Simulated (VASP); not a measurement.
# TiB2 (P6/mmm) in VASP: a series of runs, part 2 of 3

VASP 6.6.1.

### 4 Electric field gradients, PBE (zz strain of -1 %)

Contents of INCAR:

```
SYSTEM = TiB2
PREC = Accurate ; ENCUT = 520
EDIFF = 1E-8 ; ISMEAR = -1
SIGMA = 0.08 ; LREAL = .FALSE.
LASPH = .TRUE. ; NELM = 80
ALGO = Normal ; ISIF = 2
LWAVE = .FALSE. ; LCHARG = .FALSE.
GGA = PE ; LEFG = .TRUE.
NBANDS = 16
```

Contents of KPOINTS:

```
Automatic mesh
0
G
  15 15 13
  0 0 0
```

Contents of POSCAR:

```
TiB2
1.0
    3.0291982016      0.0000000000      0.0000000000
   -1.5145991008      2.6233625957      0.0000000000
    0.0000000000      0.0000000000      3.1961160000
Ti B
1 2
Direct
    0.0000000000      0.0000000000      0.0000000000
    0.3333333333      0.6666666667      0.5000000000
    0.6666666667      0.3333333333      0.5000000000
```

Potentials or basis: VASP PAW PBE potentials, release 64 (Ti_sv, B).

Run with:

```console
cat potpaw_PBE.64/Ti_sv/POTCAR potpaw_PBE.64/B/POTCAR > POTCAR
mpirun -np 1 vasp_std > vasp.out
```

OUTCAR:

```text
SYSTEM = TiB2
   PREC = Accurate
   ENCUT = 520
   EDIFF = 1E-8
   ISMEAR = -1
   LREAL = .FALSE.
   LASPH = .TRUE.
   NELM = 80
   ISIF = 2
   GGA = PE

 ion  position               nearest neighbor table
   1  0.000  0.000  0.000-   2 2.37   3 2.37   2 2.37   3 2.37   3 2.37   3 2.37   2 2.37   2 2.37
                             3 2.37   3 2.37   2 2.37   2 2.37
   2  0.333  0.667  0.500-   3 1.75   3 1.75   3 1.75   1 2.37   1 2.37   1 2.37   1 2.37   1 2.37
                             1 2.37
   3  0.667  0.333  0.500-   2 1.75   2 1.75   2 1.75   1 2.37   1 2.37   1 2.37   1 2.37   1 2.37
                             1 2.37

  LATTYP: Found a hexagonal cell.
 ALAT       =     3.0291982016
 C/A-ratio  =     1.0551029637

  Lattice vectors:

 A1 = (   3.0291982016,   0.0000000000,   0.0000000000)
 A2 = (  -1.5145991008,   2.6233625957,   0.0000000000)
 A3 = (   0.0000000000,   0.0000000000,   3.1961160000)

Analysis of symmetry for initial positions (statically):
=====================================================================
 Subroutine PRICEL returns:
 Original cell was already a primitive cell.

 Routine SETGRP: Setting up the symmetry group for a
 hexagonal supercell.

 Subroutine GETGRP returns: Found 24 space group operations
 (whereof 24 operations were pure point group operations)
 out of a pool of 24 trial point group operations.

The static configuration has the point symmetry D_6h.

Analysis of symmetry for dynamics (positions and initial velocities):
=====================================================================
 Subroutine PRICEL returns:
 Original cell was already a primitive cell.

 Routine SETGRP: Setting up the symmetry group for a
 hexagonal supercell.

 Subroutine GETGRP returns: Found 24 space group operations
 (whereof 24 operations were pure point group operations)
 out of a pool of 24 trial point group operations.

The dynamic configuration has the point symmetry D_6h.

 Subroutine INISYM returns: Found 24 space group operations
 (whereof 24 operations are pure point group operations),
 and found     1 'primitive' translations

----------------------------------------------------------------------------------------

                                     Primitive cell

  volume of cell :      25.3985

  direct lattice vectors                    reciprocal lattice vectors
     3.029198202  0.000000000  0.000000000     0.330120360  0.190595079  0.000000000
    -1.514599101  2.623362596  0.000000000     0.000000000  0.381190157  0.000000000
     0.000000000  0.000000000  3.196116000     0.000000000  0.000000000  0.312879758

  length of vectors
     3.029198202  3.029198202  3.196116000     0.381190157  0.381190157  0.312879758

  position of ions in fractional coordinates (direct lattice)
     0.000000000  0.000000000  0.000000000
     0.333333333  0.666666667  0.500000000
     0.666666667  0.333333333  0.500000000

  ion indices of the primitive-cell ions
   primitive index   ion index
                 1           1
                 2           2
                 3           3

[... 87 lines left out ...]
   EFERMI_NEDOS =   21; number of points for ismear=-14 and -15
   IALGO  =     38    algorithm
   IMIX   =      4    mixing-type and parameters
     AMIX     =   0.40;   BMIX     =  1.00
     AMIX_MAG =   1.60;   BMIX_MAG =  1.00
  volume/ion in A,a.u.               =       8.47        57.13
  Fermi-wavevector in a.u.,A,eV,Ry     =   1.459585  2.758216 28.985706  2.130389
  Thomas-Fermi vector in A             =   2.576135
   LORBIT       =      0    0 simple, 1 ext, 2 COOP (PROOUT), +10 PAW based schemes
   GGA     = PE    functional components
   LHFCALC =     F    Hartree Fock is set to
   AEXX    =    0.0000 exact exchange contribution
   IVDW    =     0    specifies the selected vdW correction
   LEPSILON=     F    determine dielectric tensor
   LRPA    =     F    only Hartree local field effects (RPA)
 non-spin polarized calculation
  energy-cutoff  :      520.00
  volume of cell :       25.40
 maximum number of plane-waves:       702
 NGX is ok and might be reduce to    24
   NGX = 11   NGY = 11   NGZ = 11

 number of electron      17.9999998 magnetization

 Free energy of the ion-electron system (eV)
  ---------------------------------------------------
  ext. energy  EPLUGINS =         0.00000000
  ---------------------------------------------------
  free energy    TOTEN  =       -24.42952224 eV

  energy without entropy =      -24.42140923  energy(sigma->0) =      -24.42546573

 E-fermi :  10.1277     XC(G=0): -12.8194

 val. band max:       10.1267733909   @ k =   0.2667   0.2000   0.0000
 cond. band min:      10.1410989538   @ k =   0.0667   0.0000   0.3846
 fundamental gap:      0.0143255628
 Fermi energy:        10.1277249891

 k-point     1 :       0.0000    0.0000    0.0000
  band No.  band energies     occupation
      1     -46.8060      2.00000
      2     -23.1532      2.00000
      3     -22.8472      2.00000
      4     -22.8472      2.00000
      5      -3.4393      2.00000
      6       7.4223      2.00000
[... 433 lines left out ...]
      3     -23.0782      2.00000
      4     -23.0316      2.00000
      5       1.1625      2.00000
      6       1.2651      2.00000
[... 8 lines left out ...]
     15      19.0148      0.00000
     16      20.0928      0.00000

 [... further k-points ...]

------------------------ aborting loop because EDIFF is reached ----------------------------------------

  FORCE on cell =-STRESS in cart. coord.  units (eV):
  Direction    XX          YY          ZZ          XY          YZ          ZX
  --------------------------------------------------------------------------------------
  -------------------------------------------------------------------------------------
  Total        0.2908252      0.2908252      0.6945000      0.0000000      0.0000000     -0.0000000
  in kB       18.3456896     18.3456896     43.8101039      0.0000000      0.0000000     -0.0000000
  external PRESSURE =      26.8338277 kB  Pullay stress =       0.0000000 kB

 VOLUME and BASIS-vectors are now :
 -----------------------------------------------------------------------------
  energy-cutoff  :      520.00
  volume of cell :       25.40
      direct lattice vectors                 reciprocal lattice vectors
     3.029198202  0.000000000  0.000000000     0.330120360  0.190595079  0.000000000
    -1.514599101  2.623362596  0.000000000     0.000000000  0.381190157  0.000000000
     0.000000000  0.000000000  3.196116000     0.000000000  0.000000000  0.312879758

 POSITION                                       TOTAL-FORCE (eV/Angst)
 -----------------------------------------------------------------------------------
      0.00000      0.00000      0.00000        -0.000000      0.000000      0.000000
     -0.00000      1.74891      1.59806        -0.000000      0.000000     -0.000000
      1.51460      0.87445      1.59806         0.000000     -0.000000      0.000000
 -----------------------------------------------------------------------------------
    total drift:                               -0.000000      0.000000      0.000000

  FREE ENERGIE OF THE ION-ELECTRON SYSTEM (eV)
  ---------------------------------------------------
  free  energy   TOTEN  =       -24.4295222354 eV

  energy  without entropy=      -24.4214092334  energy(sigma->0) =      -24.42546573

 Electric field gradients (V/A^2)
---------------------------------------------------------------------
 ion       V_xx      V_yy      V_zz      V_xy      V_xz      V_yz
---------------------------------------------------------------------
   1      -8.317    -8.319    16.636    -0.001     0.000    -0.000
   2      -2.099    -2.099     4.199     0.000     0.000    -0.000
   3      -2.099    -2.099     4.199     0.000     0.000     0.000
---------------------------------------------------------------------

 Electric field gradients after diagonalization (V/A^2)
 (convention: |V_zz| > |V_xx| > |V_yy|)
----------------------------------------------------------------------
 ion       V_xx      V_yy      V_zz     asymmetry (V_yy - V_xx)/ V_zz
----------------------------------------------------------------------
   1      -8.319    -8.316    16.636       0.000
   2      -2.099    -2.099     4.199       0.000
   3      -2.099    -2.099     4.199       0.000
----------------------------------------------------------------------

           NMR quadrupolar parameters

 Cq : quadrupolar parameter    Cq=e*Q*V_zz/h
 eta: asymmetry parameters     (V_yy - V_xx)/ V_zz
 Q  : nuclear electric quadrupole moment in mb (millibarn)
----------------------------------------------------------------------
 ion       Cq(MHz)       eta       Q (mb)
----------------------------------------------------------------------
   1       0.040       0.000       1.000
   2       0.010       0.000       1.000
   3       0.010       0.000       1.000
----------------------------------------------------------------------
```

Run time: 4 min. Hardware: 1 thread of AMD EPYC 7R13, shared host; peak memory 0.17 GiB.

Results:

```
Free energy            : -24.4295 eV
Pressure               : 2.7 GPa
Band gap on the k mesh : zero (band 9 reaches 10.41 eV, above the bottom of band 10 at 9.89 eV)
```

Electric field gradients, principal values (V/Å²):
```tsv
atom	least	middle	greatest (by size)
1 Ti	-8.316	-8.319	16.636
2 B	-2.099	-2.099	4.199
3 B	-2.099	-2.099	4.199
```

Caveat: the cell differs from its parent crystal (zz strain of -1 %); without QUAD_EFG the Cq values of the log hold for a quadrupole moment of 1 mb, not for the nuclei.

(Continued in part 3 of 3.)
